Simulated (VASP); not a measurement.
Crystal: Al2SbP.

```xyz
4
Lattice="4.1138 0.0000 0.0000 0.0000 4.1138 0.0000 0.0000 0.0000 5.8326" Properties=species:S:1:pos:R:3 pbc="T T T"
P     0.0000    0.0000    0.0000
Al    0.0000    2.0569    4.5354
Al    2.0569    0.0000    1.2972
Sb    2.0569    2.0569    2.9163
```

Base run:

- Program: VASP 6.6.1
- Functional: PBE
- Potentials or basis: VASP PAW PBE potentials, release 64 (P, Al, Sb)
- Cutoff: 520 eV
- k mesh: 6 × 6 × 4
- Occupations: gaussian, width 0.01 eV
- Spin: no spin polarisation

Its results: band gap on the k mesh 0.64 eV, direct; pressure 1.4 GPa; largest force 0.102 eV/Å.

**Question.** The run is repeated on the same cell with these changes: functional from PBE to r2SCAN. What comes out?

**Answer.** Band gap on the k mesh 0.96 eV, direct; pressure 0.0 GPa; largest force 0.051 eV/Å.

r2SCAN gives the wider gap, since meta-GGAs in the generalised Kohn-Sham scheme recover part of the derivative discontinuity.

Caveats: spin-orbit coupling is left out, which moves the levels of the heavy elements; the PAW data sets were made with another functional, which shifts forces and pressure a little (some runs).

A k mesh can miss the band edges.
